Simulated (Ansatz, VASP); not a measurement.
# Two plane-wave programs on SnO

File INCAR:

```
ALGO = Normal
EDIFF = 1E-6
ENCUT = 520
GGA = PS
ISIF = 2
ISMEAR = 0
IVDW = 12
LASPH = True
LCHARG = False
LREAL = False
LWAVE = False
NBANDS = 28
NELM = 100
PREC = Accurate
SIGMA = 0.15
```

KPOINTS

```
k-points
0
Gamma
  14 14 12
```

The input POSCAR:

```
SnO
1.0
    3.4836217635      0.0000000000      0.0000000000
    0.0000000000      3.4836217635      0.0000000000
    0.0000000000      0.0000000000      5.7603454242
Sn O
2 2
Direct
    0.0000000000      0.5000000000      0.2385000000
    0.5000000000      0.0000000000      0.7615000000
    0.0000000000      0.0000000000      0.0000000000
    0.5000000000      0.5000000000      0.0000000000
```

Input for Ansatz:

```yaml
crystal:
  lattice:
    - [3.4836217635, 0.0, 0.0]
    - [0.0, 3.4836217635, 0.0]
    - [0.0, 0.0, 5.7603454242]
  atoms:
    - { symbol: Sn, position: [0.0, 0.5, 0.2385] }
    - { symbol: Sn, position: [0.5, 0.0, 0.7615] }
    - { symbol: O, position: [0.0, 0.0, 0.0] }
    - { symbol: O, position: [0.5, 0.5, 0.0] }
basis:
  ecutwfc: 420
kpoints:
  mp_grid: { grid: [14, 14, 12] }
hamiltonian:
  xc: pbesol
  dispersion: d3bj
scf:
  occupations: { method: gaussian, width: 0.15 }
output:
  forces: true
  stress: true
  eigenvalues: true
  write_density: true
  write_potential: true
  elf: true
  volumetric_format: npy
```

Alike in both runs: task single point; functional PBEsol; dispersion D3(BJ); k mesh 14 × 14 × 12; occupations gaussian, width 0.15 eV; no spin polarisation.

|  | VASP | Ansatz |
| --- | --- | --- |
| version | VASP 6.6.1 | Ansatz 0.2.0 |
| potentials or method | VASP PAW PBE potentials, release 64 (Sn_d, O), cutoff 520 eV | scalar-relativistic, plane waves, PAW |
| valence electrons in the cell | 40 | 40 |

|  | VASP | Ansatz | Ansatz less VASP |
| --- | --- | --- | --- |
| gap on the k mesh at the Fermi level (eV) | 0.16 | 0.16 | +0.002 |
| least direct gap on the mesh (eV) | 0.80 | 0.80 | -0.001 |
| pressure (GPa) | 1.0 | 0.8 | -0.24 |
| traceless stress, the component that is largest in VASP (GPa) | -18.62 | -18.68 | -0.061 |
| rms of the force components (eV/Å) | 0.940 | 0.969 | +0.0296 |

VASP's potentials were made for PBE, not for PBEsol. Atom by atom the forces differ by 0.030 eV/Å (rms over components).
